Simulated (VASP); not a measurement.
Set up this calculation in VASP 6.6.1, as the native input.

- Task: single point
- Functional: PBEsol
- Potentials or basis: VASP PAW PBE potentials, release 64 (Pt)
- Cutoff: 520 eV
- k mesh: 18 × 18 × 10
- Occupations: gaussian, width 0.15 eV
- Spin: no spin polarisation
- Dipole correction: no
- Further INCAR settings: ALGO = Fast; EDIFF = 1e-06; NBANDS = 17

The structure of Pt lies in POSCAR:

```
Pt
1.0
    2.8710922404      0.0000000000      0.0000000000
   -1.4355461202      2.4864388168      0.0000000000
    0.0000000000      0.0000000000      5.1755047200
Pt
2
Direct
    0.6666666667      0.3333333333      0.7500000000
    0.3333333333      0.6666666667      0.2500000000
```

This cell differs from its parent crystal: strain +0.040 along x and y, +0.080 along z.

These files were run (other wordings do the same):

INCAR

```
SYSTEM = Pt
ALGO = Fast ; EDIFF = 1E-6
ENCUT = 520 ; GGA = PS
ISIF = 2 ; ISMEAR = 0
LASPH = .True. ; LCHARG = .False.
LREAL = .False. ; LWAVE = .False.
NBANDS = 17 ; NELM = 100
PREC = Accurate ; SIGMA = 0.15
```

KPOINTS

```
k-points
0
Gamma
  18 18 10
  0 0 0
```

Potentials or basis: VASP PAW PBE potentials, release 64 (Pt).

Command:

```bash
$ cat potpaw_PBE.64/Pt/POTCAR > POTCAR
$ mpirun -np 1 vasp_std > vasp.out
```

Results of the run:

The pressure is -32.0 GPa. The band gap on the k mesh is zero (band 10 reaches 8.02 eV, above the bottom of band 11 at 7.02 eV).

Caveat: the cell differs from its parent crystal (strain +0.040 along x and y, +0.080 along z); the PAW data sets were made with another functional, which shifts forces and pressure a little; spin-orbit coupling is left out, which moves the levels of the heavy elements.

It took 82 s on 1 thread of Intel(R) Xeon(R) Platinum 8375C CPU @ 2.90GHz (Ice Lake), on a shared host, peak memory 0.24 GiB.
